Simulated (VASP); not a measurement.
Input of a VASP 6.6.1 run:

INCAR

```
SYSTEM = Te2Mo
PREC     = Accurate       ! precision mode
ENCUT    = 520            ! plane-wave cutoff, eV
EDIFF    = 1E-6           ! SCF threshold, eV
ISMEAR   = 0              ! smearing method
SIGMA    = 0.05           ! smearing width, eV
LREAL    = .False.        ! projectors in reciprocal space
LASPH    = .True.         ! aspherical terms in the spheres
NELM     = 80             ! most SCF steps
ALGO     = Normal         ! electronic algorithm
ISIF     = 2              ! what is computed and relaxed
LWAVE    = .False.        ! write WAVECAR
LCHARG   = .False.        ! write CHGCAR
GGA      = PE             ! functional
IVDW     = 12             ! dispersion correction
NBANDS   = 35             ! bands
```

File KPOINTS:

```
regular mesh
0
Gamma
  12 12 2
  0 0 0
```

Contents of POSCAR:

```
Te2Mo
1.0
    3.6012931842      0.0000000000      0.0000000000
   -1.8006465921      3.1188113840      0.0000000000
    0.0000000000      0.0000000000     13.7008448353
Te Mo
4 2
Direct
    0.3333333333      0.6666666667      0.6173401526
    0.6666666667      0.3333333333      0.1173401526
    0.3333333333      0.6666666667      0.8826598474
    0.6666666667      0.3333333333      0.3826598474
    0.3333333333      0.6666666667      0.2500000000
    0.6666666667      0.3333333333      0.7500000000
```

Potentials or basis: VASP PAW PBE potentials, release 64 (Te, Mo_sv).

Launch:

```bash
$ cat potpaw_PBE.64/Te/POTCAR potpaw_PBE.64/Mo_sv/POTCAR > POTCAR
$ mpirun -np 1 vasp_std > vasp.out
```

Task: Predict the largest force.

Result: 0.469 eV/Å.

Task: Predict the dispersion energy per atom.

Result: -0.522 eV.

Task: What does it give for the pressure?

Result: -5.0 GPa.

Task: Predict the band gap on the k mesh.

Result: 0.58 eV, indirect (least direct gap 0.90 eV).

Forces on the atoms (eV/Å):
```
Te   0.000  0.000  0.469
Te   0.000  0.000  0.469
Te   0.000  0.000 -0.469
Te   0.000  0.000 -0.469
Mo   0.000  0.000  0.000
Mo   0.000  0.000  0.000
```

Caveat: the cell differs from its parent crystal (strain +0.0300 x Voigt [1, 1, 0, 0, 0, 0]); spin-orbit coupling is left out, which moves the levels of the heavy elements. A k mesh can miss the band edges.
